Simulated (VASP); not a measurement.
# Ta2C (P-3m1) in VASP: a series of runs, part 2 of 2

VASP 6.6.1. The steps go on from the part before.

## 5. Relaxation of shape and atoms at fixed volume, PBEsol (volume scaled by 1.03)

Input file INCAR:

```
ALGO     = Normal         # electronic algorithm
EDIFF    = 1E-6           # SCF threshold, eV
EDIFFG   = -0.01          # ionic threshold
ENCUT    = 600            # plane-wave cutoff, eV
GGA      = PS             # functional
IBRION   = 2              # ionic algorithm
ISIF     = 4              # what is computed and relaxed
ISMEAR   = 0              # smearing method
LASPH    = True           # aspherical terms in the spheres
LCHARG   = False          # write CHGCAR
LREAL    = False          # projectors in reciprocal space
LWAVE    = False          # write WAVECAR
NELM     = 100            # most SCF steps
NSW      = 50             # ionic steps
PREC     = Accurate       # precision mode
SIGMA    = 0.1            # smearing width, eV
```

Input file KPOINTS:

```
k-points
0
Gamma
  18 18 8
```

Input file POSCAR:

```
Ta2C
1.0
    3.1259492372      0.0000000000      0.0000000000
   -1.5629746186      2.7071514503      0.0000000000
    0.0000000000      0.0000000000      4.9698070193
Ta C
2 1
Direct
    0.3333333333      0.6666666667      0.2528761935
    0.6666666667      0.3333333333      0.7471238065
    0.0000000000      0.0000000000      0.0000000000
```

Potentials or basis: VASP PAW PBE potentials, release 64 (Ta_pv, C).

Command:

```console
cat potpaw_PBE.64/Ta_pv/POTCAR potpaw_PBE.64/C/POTCAR > POTCAR
mpirun -np 1 vasp_std > vasp.out
```

OUTCAR:

```text
EDIFF = 1E-6
   EDIFFG = -0.01
   ENCUT = 600
   GGA = PS
   IBRION = 2
   ISIF = 4
   ISMEAR = 0
   LASPH = True
   LREAL = False
   NELM = 100
   NSW = 50
   PREC = Accurate

 ion  position               nearest neighbor table
   1  0.333  0.667  0.253-   3 2.20   3 2.20   3 2.20   2 3.05   2 3.05   2 3.05   2 3.09   2 3.09
                             2 3.09
   2  0.667  0.333  0.747-   3 2.20   3 2.20   3 2.20   1 3.05   1 3.05   1 3.05   1 3.09   1 3.09
                             1 3.09
   3  0.000  0.000  0.000-   1 2.20   2 2.20   1 2.20   2 2.20   2 2.20   1 2.20

  LATTYP: Found a hexagonal cell.
 ALAT       =     3.1259492372
 C/A-ratio  =     1.5898553182

  Lattice vectors:

 A1 = (   3.1259492372,   0.0000000000,   0.0000000000)
 A2 = (  -1.5629746186,   2.7071514503,   0.0000000000)
 A3 = (   0.0000000000,   0.0000000000,   4.9698070193)
[... 297 lines left out ...]

  energy without entropy =      -36.67648200  energy(sigma->0) =      -36.67833594

 E-fermi :   6.2439     XC(G=0): -12.7880

 val. band max:        6.2399547020   @ k =   0.0000   0.0000   0.0000
 cond. band min:       6.2576095842   @ k =   0.1111  -0.0000   0.5000
 fundamental gap:      0.0176548822
 Fermi energy:         6.2439025359

 k-point     1 :       0.0000    0.0000    0.0000
  band No.  band energies     occupation
      1     -28.5688      2.00000
      2     -27.9359      2.00000
      3     -27.9359      2.00000
      4     -27.8298      2.00000
      5     -27.8298      2.00000
      6     -27.7435      2.00000
[... 457 lines left out ...]
      4     -28.1397      2.00000
      5     -27.9484      2.00000
      6     -27.9371      2.00000
[... 9 lines left out ...]
     16      10.4951      0.00000
     17      10.9004      0.00000

 [... further k-points ...]

------------------------ aborting loop because EDIFF is reached ----------------------------------------

  FORCE on cell =-STRESS in cart. coord.  units (eV):
  Direction    XX          YY          ZZ          XY          YZ          ZX
  --------------------------------------------------------------------------------------
  -------------------------------------------------------------------------------------
  Total       -1.8886986     -1.8886986     -1.9044870      0.0000000      0.0000000      0.0000000
  in kB      -71.9513989    -71.9513989    -72.5528706      0.0000000      0.0000000      0.0000000
  external PRESSURE =     -72.1518894 kB  Pullay stress =       0.0000000 kB
[... 18 lines left out ...]
  FREE ENERGIE OF THE ION-ELECTRON SYSTEM (eV)
  ---------------------------------------------------
  free  energy   TOTEN  =       -36.6801898874 eV

  energy  without entropy=      -36.6764819984  energy(sigma->0) =      -36.67833594

 reached required accuracy - stopping structural energy minimisation
```

Wall time 7.6 min (1 thread of Oxide Virtual Turin-like, shared host); peak memory 0.33 GiB.

What came out:

| Quantity | Value |
| --- | --- |
| Free energy | -36.6802 eV |
| Energy gained by relaxing | 0.5 meV/atom |
| Ionic steps | 4 |
| Pressure after relaxing | -7.2 GPa |
| Band gap on the k mesh | zero (band 13 reaches 6.73 eV, above the bottom of band 14 at 5.96 eV) |

The path:
```csv
step,energy change (eV),largest force (eV/Å),pressure (GPa),volume (Å³)
1,0.0000,0.2060,-7.71,42.06
2,-0.0012,0.0802,-7.05,42.06
3,-0.0015,0.0036,-7.21,42.06
4,-0.0015,0.0012,-7.22,42.06
```

Final structure:
```xyz
3
Lattice="3.1261 0.0000 0.0000 -1.5631 2.7073 0.0000 0.0000 0.0000 4.9693" Properties=species:S:1:pos:R:3 pbc="T T T"
Ta    0.0000    1.8049    1.2493
Ta    1.5631    0.9024    3.7200
C     3.1261    0.0000    0.0000
```

Levels at points of the mesh, in eV from the Fermi level:
| k point | band 10 | band 11 | band 12 | band 13 | band 14 | band 15 | band 16 | band 17 |
| --- | --- | --- | --- | --- | --- | --- | --- | --- |
| (0.00, 0.00, 0.00) | -3.57 | -3.02 | 0.00 | 0.49 | 0.49 | 1.09 | 1.09 | 2.35 |
| (0.50, 0.00, 0.00) | -3.96 | -3.63 | -1.78 | -0.29 | 3.28 | 3.35 | 4.50 | 4.89 |
| (0.00, 0.00, 0.50) | -3.80 | -1.72 | -1.58 | -0.28 | -0.28 | 2.84 | 2.84 | 3.39 |
| (0.50, 0.00, 0.50) | -3.55 | -2.49 | -1.17 | -1.01 | 1.55 | 1.58 | 4.15 | 4.75 |

Caveat: the cell differs from its parent crystal (volume scaled by 1.03); the PAW data sets were made with another functional, which shifts forces and pressure a little; spin-orbit coupling is left out, which moves the levels of the heavy elements.

## 6. Overview

| cell | gap on the mesh (eV) | pressure (GPa) |
| --- | --- | --- |
| relaxed from a = 2.998, b = 2.998, c = 4.772 Å, angles 90.0, 90.0, 120.0°, 3 atoms | none | 31.9 |
| relaxed from a = 3.032, b = 3.032, c = 4.822 Å, angles 90.0, 90.0, 120.0°, 3 atoms | none | 19.7 |
| relaxed from a = 3.064, b = 3.064, c = 4.871 Å, angles 90.0, 90.0, 120.0°, 3 atoms | none | 9.3 |
| relaxed from a = 3.126, b = 3.126, c = 4.970 Å, angles 90.0, 90.0, 120.0°, 3 atoms | none | -7.2 |

Alike in all rows: task relaxation of shape and atoms at fixed volume; level PBEsol; potentials or basis VASP PAW PBE potentials, release 64 (Ta_pv, C); no spin polarisation; k mesh 18 × 18 × 8; cutoff (eV) 600; smearing gaussian 0.1 eV.

Caveats: the PAW data sets were made with another functional, which shifts forces and pressure a little; spin-orbit coupling is left out, which moves the levels of the heavy elements.

Absolute energies hang on the potentials; compare differences alone.
